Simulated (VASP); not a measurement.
# SrCl2 (Fmmm) in VASP: further runs

SrCl2 is run at these levels: r2SCAN; tasks: single point.

Everything below comes from runs of VASP 6.6.1. Logs are shortened: lines on timing, memory, paths and dates and some standing lists are left out, and cuts for length are marked.

**1. The cell of the first run**

It takes space group Fmmm (No. 69, orthorhombic). Conventional cell: a = 6.692 Å, b = 6.971 Å, c = 7.250 Å, α = 90.00°, β = 90.00°, γ = 90.00°. Sr (site symmetry mmm) has 8 Cl at 3.02 Å within 4.0 Å. Cl (site symmetry 222) has 4 Sr at 3.02 Å and 6 Cl at 3.35 to 3.62 Å within 4.0 Å.

**2. Single point, r2SCAN (strain -0.0400 x Voigt [1, -1, 0, 0, 0, 0])**

POSCAR reads:

```
SrCl2
1.0
    0.0000000000      3.6249200000      3.4855000000
    3.3460800000      0.0000000000      3.4855000000
    3.3460800000      3.6249200000      0.0000000000
Sr Cl
1 2
Direct
    0.0000000000      0.0000000000      0.0000000000
    0.2500000000      0.2500000000      0.2500000000
    0.7500000000      0.7500000000      0.7500000000
```

INCAR.step1 reads:

```
SYSTEM = SrCl2
PREC = Accurate
ENCUT = 520
ISMEAR = 0
SIGMA = 0.05
LREAL = .False.
LASPH = .True.
NELM = 100
NBANDS = 19
GGA = PE
ALGO = Normal
EDIFF = 1E-4
LWAVE = .True.
LCHARG = .False.
```

INCAR.step2 reads:

```
SYSTEM = SrCl2
PREC = Accurate
ENCUT = 520
EDIFF = 1E-6
ISMEAR = 0
SIGMA = 0.05
LREAL = .False.
LASPH = .True.
NELM = 100
ALGO = Normal
ISIF = 2
LWAVE = .False.
LCHARG = .False.
METAGGA = R2SCAN
LMIXTAU = .True.
NBANDS = 19
ISTART = 1
```

KPOINTS reads:

```
Automatic mesh
0
Gamma
  6 6 6
  0 0 0
```

Potentials or basis: VASP PAW PBE potentials, release 64 (Sr_sv, Cl).

Command:

```sh
cat potpaw_PBE.64/Sr_sv/POTCAR potpaw_PBE.64/Cl/POTCAR > POTCAR
cp INCAR.step1 INCAR
mpirun -np 1 vasp_std > vasp.out
cp INCAR.step2 INCAR
mpirun -np 1 vasp_std > vasp.out
```

OUTCAR:

```text
SYSTEM = SrCl2
   PREC = Accurate
   ENCUT = 520
   EDIFF = 1E-6
   ISMEAR = 0
   LREAL = .False.
   LASPH = .True.
   NELM = 100
   ISIF = 2
   METAGGA = R2SCAN
   ISTART = 1

 ion  position               nearest neighbor table
   1  0.000  0.000  0.000-   3 3.02   3 3.02   3 3.02   2 3.02   3 3.02   2 3.02   2 3.02   2 3.02

   2  0.250  0.250  0.250-   1 3.02   1 3.02   1 3.02   1 3.02
   3  0.750  0.750  0.750-   1 3.02   1 3.02   1 3.02   1 3.02

  LATTYP: Found a face centered orthorhombic cell.
 ALAT       =     6.6921600000
 B/A-ratio  =     1.0416666667
 C/A-ratio  =     1.0833333333

  Lattice vectors:

 A1 = (   0.0000000000,   3.6249200000,  -3.4855000000)
 A2 = (   3.3460800000,   3.6249200000,   0.0000000000)
 A3 = (   3.3460800000,   0.0000000000,  -3.4855000000)

Analysis of symmetry for initial positions (statically):
=====================================================================
 Subroutine PRICEL returns:
 Original cell was already a primitive cell.

 Routine SETGRP: Setting up the symmetry group for a
 face centered orthorhombic supercell.

 Subroutine GETGRP returns: Found  8 space group operations
 (whereof  8 operations were pure point group operations)
 out of a pool of  8 trial point group operations.

The static configuration has the point symmetry D_2h.

Analysis of symmetry for dynamics (positions and initial velocities):
=====================================================================
 Subroutine PRICEL returns:
 Original cell was already a primitive cell.

 Routine SETGRP: Setting up the symmetry group for a
 face centered orthorhombic supercell.

 Subroutine GETGRP returns: Found  8 space group operations
 (whereof  8 operations were pure point group operations)
 out of a pool of  8 trial point group operations.

The dynamic configuration has the point symmetry D_2h.

 Subroutine INISYM returns: Found  8 space group operations
 (whereof  8 operations are pure point group operations),
 and found     1 'primitive' translations

----------------------------------------------------------------------------------------

                                     Primitive cell

  volume of cell :      84.5532

  direct lattice vectors                    reciprocal lattice vectors
     0.000000000  3.624920000  3.485500000    -0.149428585  0.137934079  0.143451442
[... 87 lines left out ...]
   NELM   =    100;   NELMIN=  2; NELMDL=  0     # of ELM steps
   EDIFF  = 0.1E-05   stopping-criterion for ELM
   LREAL  =      F    real-space projection
   EDIFFG = 0.1E-04   stopping-criterion for IOM
   NSW    =      0    number of steps for IOM
   IBRION =     -1    ionic relax: 0-MD 1-quasi-New 2-CG
   NFREE  =      0    steps in history (QN), initial steepest desc. (CG)
   ISIF   =      2    stress and relaxation
   ISYM   =      2    0-nonsym 1-usesym 2-fastsym
   POTIM  = 0.5000    time-step for ionic-motion
   TEBEG  =    0.0;   TEEND  =   0.0 temperature during run
   PSTRESS=    0.0 pullay stress
   NELECT =      24.0000    total number of electrons
   NUPDOWN=      -1.0000    fix difference up-down
   EMIN   =  10.00;   EMAX   =-10.00  energy-range for DOS
   EFERMI =   0.00;   METHOD = LEGACY
   ISMEAR =     0;   SIGMA  =   0.05  broadening in eV -4-tet -1-fermi 0-gaus
   EFERMI_NEDOS =   21; number of points for ismear=-14 and -15
   IALGO  =     38    algorithm
   IMIX   =      4    mixing-type and parameters
     AMIX     =   0.40;   BMIX     =  1.00
     AMIX_MAG =   1.60;   BMIX_MAG =  1.00
  volume/ion in A,a.u.               =      28.18       190.20
  Fermi-wavevector in a.u.,A,eV,Ry     =   1.075892  2.033141 15.749334  1.157543
  Thomas-Fermi vector in A             =   2.211761
   LORBIT       =      0    0 simple, 1 ext, 2 COOP (PROOUT), +10 PAW based schemes
   METAGGA = R2SCAN    functional components
   LHFCALC =     F    Hartree Fock is set to
   AEXX    =    0.0000 exact exchange contribution
   IVDW    =     0    specifies the selected vdW correction
   LEPSILON=     F    determine dielectric tensor
   LRPA    =     F    only Hartree local field effects (RPA)
 non-spin polarized calculation
 Gauss-broadening in eV      SIGMA  =   0.05
  energy-cutoff  :      520.00
  volume of cell :       84.55
 maximum number of plane-waves:      2312
 NGX is ok and might be reduce to    40
   NGX = 19   NGY = 17   NGZ = 19

 number of electron      24.0000002 magnetization

 Free energy of the ion-electron system (eV)
  ---------------------------------------------------
  ext. energy  EPLUGINS =         0.00000000
  ---------------------------------------------------
  free energy    TOTEN  =       -35.64787547 eV

  energy without entropy =      -35.64787547  energy(sigma->0) =      -35.64787547

 E-fermi :   0.3431     XC(G=0):  -8.7861

 val. band max:        0.1096024019   @ k =   0.0000   0.5000   0.5000
 cond. band min:       5.6237578498   @ k =   0.0000   0.0000   0.0000
 fundamental gap:      5.5141554480
 Fermi energy:         0.3431215249

 k-point     1 :       0.0000    0.0000    0.0000
  band No.  band energies     occupation
      1     -34.1426      2.00000
      2     -15.5246      2.00000
      3     -15.5132      2.00000
      4     -15.5005      2.00000
      5     -14.0849      2.00000
      6     -13.1766      2.00000
[... 505 lines left out ...]
      6     -13.3733      2.00000
[... 11 lines left out ...]
     18       9.2820      0.00000
     19      10.3400      0.00000

 [... further k-points ...]

------------------------ aborting loop because EDIFF is reached ----------------------------------------

  FORCE on cell =-STRESS in cart. coord.  units (eV):
  Direction    XX          YY          ZZ          XY          YZ          ZX
  --------------------------------------------------------------------------------------
  -------------------------------------------------------------------------------------
  Total        1.5011495     -0.8666163      0.2371724      0.0000000      0.0000000      0.0000000
  in kB       28.4449197    -16.4213020      4.4941231      0.0000000      0.0000000      0.0000000
  external PRESSURE =       5.5059136 kB  Pullay stress =       0.0000000 kB

 VOLUME and BASIS-vectors are now :
 -----------------------------------------------------------------------------
  energy-cutoff  :      520.00
  volume of cell :       84.55
      direct lattice vectors                 reciprocal lattice vectors
     0.000000000  3.624920000  3.485500000    -0.149428585  0.137934079  0.143451442
     3.346080000  0.000000000  3.485500000     0.149428585 -0.137934079  0.143451442
     3.346080000  3.624920000  0.000000000     0.149428585  0.137934079 -0.143451442

 POSITION                                       TOTAL-FORCE (eV/Angst)
 -----------------------------------------------------------------------------------
      0.00000      0.00000      0.00000        -0.000000      0.000000     -0.000000
      1.67304      1.81246      1.74275         0.000000      0.000000      0.000000
      5.01912      5.43738      5.22825        -0.000000     -0.000000     -0.000000
 -----------------------------------------------------------------------------------
    total drift:                               -0.000000     -0.000000      0.000000

  FREE ENERGIE OF THE ION-ELECTRON SYSTEM (eV)
  ---------------------------------------------------
  free  energy   TOTEN  =       -35.6478754708 eV

  energy  without entropy=      -35.6478754708  energy(sigma->0) =      -35.64787547
```

OSZICAR.step1:

```text
N       E                     dE             d eps       ncg     rms          rms(c)
DAV:   1     0.142875689780E+03    0.14288E+03   -0.11417E+04  1748   0.113E+03
DAV:   2    -0.354879488786E+01   -0.14642E+03   -0.14171E+03  2300   0.221E+02
DAV:   3    -0.127232504880E+02   -0.91745E+01   -0.91463E+01  2263   0.556E+01
DAV:   4    -0.130170443430E+02   -0.29379E+00   -0.29339E+00  2871   0.861E+00
DAV:   5    -0.130202130651E+02   -0.31687E-02   -0.31685E-02  2406   0.861E-01    0.130E+01
DAV:   6    -0.127192017084E+02    0.30101E+00   -0.59817E-01  2087   0.434E+00    0.834E+00
DAV:   7    -0.127272594901E+02   -0.80578E-02   -0.36952E-01  2366   0.365E+00    0.213E+00
DAV:   8    -0.127330903801E+02   -0.58309E-02   -0.55460E-02  1967   0.130E+00    0.400E-01
DAV:   9    -0.127341577741E+02   -0.10674E-02   -0.21364E-03  2232   0.273E-01    0.143E-01
DAV:  10    -0.127354946975E+02   -0.13369E-02   -0.93188E-04  1881   0.178E-01    0.337E-02
DAV:  11    -0.127356081510E+02   -0.11345E-03   -0.75544E-05  2110   0.495E-02    0.403E-02
DAV:  12    -0.127356309126E+02   -0.22762E-04   -0.25685E-05  1482   0.271E-02
   1 F= -.12735631E+02 E0= -.12735631E+02  d E =-.149920E-10
```

It took 2.7 min on 1 thread of Intel Xeon 6975P-C (Granite Rapids), shared host; peak memory 0.28 GiB.

What came out:

| Property | Result |
| --- | --- |
| Free energy | -35.6479 eV |
| Pressure | 0.6 GPa |
| Band gap on the k mesh | 5.51 eV (least direct gap 5.66 eV) |

Caveat: the cell differs from its parent crystal (strain -0.0400 x Voigt [1, -1, 0, 0, 0, 0]); the PAW data sets were made with another functional, which shifts forces and pressure a little. A k mesh can miss the band edges.

**3. Single point, r2SCAN (strain +0.0250 x Voigt [1, -1, 0, 0, 0, 0])**

POSCAR reads:

```
SrCl2
1.0
    0.0000000000      3.3983625000      3.4855000000
    3.5726375000      0.0000000000      3.4855000000
    3.5726375000      3.3983625000      0.0000000000
Sr Cl
1 2
Direct
    0.0000000000      0.0000000000      0.0000000000
    0.2500000000      0.2500000000      0.2500000000
    0.7500000000      0.7500000000      0.7500000000
```

INCAR.step1 reads:

```
PREC     = Accurate       # precision mode
ENCUT    = 520            # plane-wave cutoff, eV
ISMEAR   = 0              # smearing method
SIGMA    = 0.05           # smearing width, eV
LREAL    = False          # projectors in reciprocal space
LASPH    = True           # aspherical terms in the spheres
NELM     = 80             # most SCF steps
NBANDS   = 19             # bands
GGA      = PE             # functional
ALGO     = Normal         # electronic algorithm
EDIFF    = 1E-4           # SCF threshold, eV
LWAVE    = True           # write WAVECAR
LCHARG   = False          # write CHGCAR
```

INCAR.step2 reads:

```
PREC     = Accurate       # precision mode
ENCUT    = 520            # plane-wave cutoff, eV
EDIFF    = 1E-7           # SCF threshold, eV
ISMEAR   = 0              # smearing method
SIGMA    = 0.05           # smearing width, eV
LREAL    = False          # projectors in reciprocal space
LASPH    = True           # aspherical terms in the spheres
NELM     = 80             # most SCF steps
ALGO     = Normal         # electronic algorithm
ISIF     = 2              # what is computed and relaxed
LWAVE    = False          # write WAVECAR
LCHARG   = True           # write CHGCAR
METAGGA  = R2SCAN         # meta-GGA
LMIXTAU  = True         
LELF     = True           # ELF
LVHAR    = True         
NBANDS   = 19             # bands
ISTART   = 1
```

KPOINTS reads:

```
Automatic mesh
0
Gamma
  6 6 6
```

Potentials or basis: VASP PAW PBE potentials, release 64 (Sr_sv, Cl).

Command:

```sh
cat potpaw_PBE.64/Sr_sv/POTCAR potpaw_PBE.64/Cl/POTCAR > POTCAR
cp INCAR.step1 INCAR
mpirun -np 1 vasp_std > vasp.out
cp INCAR.step2 INCAR
mpirun -np 1 vasp_std > vasp.out
```

Wall time 2.7 min (1 thread of Intel Xeon 6975P-C (Granite Rapids), shared host); peak memory 0.28 GiB.

The run converged. Its results:

```
Free energy            : -35.6770 eV
Pressure               : 0.5 GPa
Band gap on the k mesh : 5.73 eV (least direct gap 5.80 eV)
```

Stress tensor (GPa, compression positive):
```
-0.89  0.00  0.00
 0.00  1.89  0.00
 0.00  0.00  0.44
```

Levels at points of the mesh, in eV from the valence-band top:
| k point | band 8 | band 9 | band 10 | band 11 | band 12 | band 13 | band 14 | band 15 | band 16 | band 17 |
| --- | --- | --- | --- | --- | --- | --- | --- | --- | --- | --- |
| (0.00, 0.00, 0.00) | -2.32 | -2.26 | -0.71 | -0.52 | -0.31 | 5.73 | 6.40 | 6.70 | 9.35 | 9.45 |
| (0.50, 0.00, 0.00) | -1.73 | -1.64 | -1.52 | -1.26 | -1.22 | 7.08 | 7.15 | 8.05 | 8.06 | 9.16 |
| (0.50, 0.50, 0.00) | -2.20 | -2.00 | -0.79 | -0.34 | -0.17 | 5.80 | 7.62 | 8.06 | 8.48 | 8.61 |
| (0.50, 0.00, 0.50) | -2.15 | -2.06 | -0.74 | -0.52 | 0.00 | 5.80 | 7.82 | 8.05 | 8.65 | 8.71 |
| (0.00, 0.50, 0.50) | -2.15 | -2.04 | -0.62 | -0.38 | -0.32 | 5.81 | 7.42 | 8.06 | 8.37 | 8.43 |

Caveat: the cell differs from its parent crystal (strain +0.0250 x Voigt [1, -1, 0, 0, 0, 0]); the PAW data sets were made with another functional, which shifts forces and pressure a little. A k mesh can miss the band edges.
